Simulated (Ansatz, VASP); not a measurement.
Sr in VASP and in Ansatz

```xyz
1
Lattice="0.0076 3.0423 3.0423 3.0423 0.0076 3.0423 3.0500 3.0500 0.0000" Properties=species:S:1:pos:R:3 pbc="T T T"
Sr    0.0000    0.0000    0.0000
```

Change from the starting cell: strain +0.0050 x Voigt [0, 0, 0, 0, 0, 1], atoms carried along.

Alike in both runs: task single point; functional PBEsol; k mesh 10 × 10 × 10; occupations gaussian, width 0.03 eV; no spin polarisation.

```csv
,VASP,Ansatz
version,VASP 6.6.1,Ansatz 0.2.0
potentials or method,"VASP PAW PBE potentials, release 64 (Sr_sv), cutoff 520 eV","scalar-relativistic, plane waves, PAW"
valence electrons in the cell,10,10
```

|  | VASP | Ansatz | Ansatz less VASP |
| --- | --- | --- | --- |
| gap on the k mesh at the Fermi level (eV) | none | none | - |
| pressure (GPa) | -0.9 | -0.9 | -0.01 |

VASP's potentials were made for PBE, not for PBEsol. A gap of «none» marks a metal or a gap that the smearing closes.
